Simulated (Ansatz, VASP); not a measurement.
# AlN: VASP beside Ansatz

Contents of INCAR:

```
PREC = Accurate
ENCUT = 520
EDIFF = 1E-7
ISMEAR = 0
SIGMA = 0.05
LREAL = False
LASPH = True
NELM = 80
ALGO = Normal
ISIF = 2
LWAVE = False
LCHARG = False
GGA = CA
NBANDS = 16
```

File KPOINTS:

```
Automatic mesh
0
Gamma
  9 9 6
```

POSCAR

```
AlN
1.0
    3.0643371193      0.0000000000      0.0000000000
   -1.5321685597      2.6537937911      0.0000000000
    0.0000000000      0.0000000000      4.9033300000
Al N
2 2
Direct
    0.3333333333      0.6666666667      0.0000000000
    0.6666666667      0.3333333333      0.5000000000
    0.3333333333      0.6666666667      0.3850000000
    0.6666666667      0.3333333333      0.8850000000
```

Input for Ansatz:

```yaml
crystal:
  lattice:
    - [3.0643371193, 0.0, 0.0]
    - [-1.5321685597, 2.6537937911, 0.0]
    - [0.0, 0.0, 4.90333]
  atoms:
    - { symbol: Al, position: [0.3333333333, 0.6666666667, 0.0] }
    - { symbol: Al, position: [0.6666666667, 0.3333333333, 0.5] }
    - { symbol: "N", position: [0.3333333333, 0.6666666667, 0.385] }
    - { symbol: "N", position: [0.6666666667, 0.3333333333, 0.885] }
basis:
  ecutwfc: 420
kpoints:
  mp_grid: { grid: [9, 9, 6] }
hamiltonian:
  xc: lda
scf:
  occupations: { method: gaussian, width: 0.05 }
output:
  forces: true
  stress: true
  eigenvalues: true
```

Change from the starting cell: strain -0.015 along x and y, -0.015 along z, atoms carried along.

Alike in both runs: task single point; functional LDA; k mesh 9 × 9 × 6; occupations gaussian, width 0.05 eV; no spin polarisation.

|  | VASP | Ansatz |
| --- | --- | --- |
| version | VASP 6.6.1 | Ansatz 0.2.0 |
| potentials or method | VASP PAW LDA potentials, release 64 (Al, N), cutoff 520 eV | scalar-relativistic, plane waves, PAW |
| valence electrons in the cell | 16 | 16 |

|  | VASP | Ansatz | Ansatz less VASP |
| --- | --- | --- | --- |
| gap on the k mesh at the Fermi level (eV) | 4.59 | 4.59 | -0.008 |
| least direct gap on the mesh (eV) | 4.59 | 4.59 | -0.008 |
| pressure (GPa) | 6.0 | 5.3 | -0.74 |
| traceless stress, the component that is largest in VASP (GPa) | -1.88 | -1.81 | +0.075 |
| rms of the force components (eV/Å) | 0.109 | 0.107 | -0.0021 |

LDA's correlation is that of Perdew and Zunger in VASP and of Perdew and Wang (1992) in Ansatz. Atom by atom the forces differ by 0.002 eV/Å (rms over components).
